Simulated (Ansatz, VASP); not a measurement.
## Bi6Te in VASP and in Ansatz

File INCAR:

```
  PREC = Accurate
  ENCUT = 520
  EDIFF = 1E-7
  ISMEAR = 0
  SIGMA = 0.2
  LREAL = False
  LASPH = True
  NELM = 80
  ALGO = Fast
  ISIF = 2
  LWAVE = False
  LCHARG = False
  GGA = PE
  NBANDS = 57
```

The input KPOINTS:

```
Automatic mesh
0
Gamma
  6 3 3
```

File POSCAR:

```
Bi6Te
1.0
    0.0000000000      0.0000000000      3.2540928292
    9.2261639944      0.0000000000      0.0000000000
   -4.6130819972      7.9900923986      0.0000000000
Bi Te
6 1
Direct
    0.0000000000      0.2138767471      0.7861232529
    0.0000000000      0.2138767471      0.4277534942
    0.0000000000      0.5722465058      0.7861232529
    1.0000000000      0.7861232529      0.2138767471
    1.0000000000      0.7861232529      0.5722465058
    0.0000000000      0.4277534942      0.2138767471
    0.0000000000      0.0000000000      0.0000000000
```

Input for Ansatz:

```yaml
crystal:
  lattice:
    - [0.0, 0.0, 3.2540928292]
    - [9.2261639944, 0.0, 0.0]
    - [-4.6130819972, 7.9900923986, 0.0]
  atoms:
    - { symbol: Bi, position: [0.0, 0.2138767471, 0.7861232529] }
    - { symbol: Bi, position: [0.0, 0.2138767471, 0.4277534942] }
    - { symbol: Bi, position: [0.0, 0.5722465058, 0.7861232529] }
    - { symbol: Bi, position: [1.0, 0.7861232529, 0.2138767471] }
    - { symbol: Bi, position: [1.0, 0.7861232529, 0.5722465058] }
    - { symbol: Bi, position: [0.0, 0.4277534942, 0.2138767471] }
    - { symbol: Te, position: [0.0, 0.0, 0.0] }
basis:
  ecutwfc: 420
kpoints:
  mp_grid: { grid: [6, 3, 3] }
hamiltonian:
  xc: pbe
scf:
  occupations: { method: gaussian, width: 0.2 }
  lower_state_search: "off"
output:
  forces: true
  stress: true
  eigenvalues: true
```

Alike in both runs: task single point; functional PBE; k mesh 6 × 3 × 3; occupations gaussian, width 0.2 eV; no spin polarisation.

```csv
,VASP,Ansatz
version,VASP 6.6.1,Ansatz 0.2.0
potentials or method,"VASP PAW PBE potentials, release 64 (Bi_d, Te), cutoff 520 eV","scalar-relativistic, plane waves, PAW"
valence electrons in the cell,96,106
```

|  | VASP | Ansatz | Ansatz less VASP |
| --- | --- | --- | --- |
| gap on the k mesh at the Fermi level (eV) | none | none | - |
| pressure (GPa) | 0.0 | 0.0 | +0.06 |
| traceless stress, the component that is largest in VASP (GPa) | 0.08 | 0.08 | 0.000 |
| rms of the force components (eV/Å) | 0.095 | 0.093 | -0.0015 |

Atom by atom the forces differ by 0.001 eV/Å (rms over components). A gap of «none» marks a metal or a gap that the smearing closes. The functional is the same, so the differences come from potentials, cutoffs and numerics. VASP's potentials hold 96 valence electrons a cell and Ansatz's 106, so a difference there can come from the potentials and not from the codes.

Neither program's run includes spin-orbit coupling.
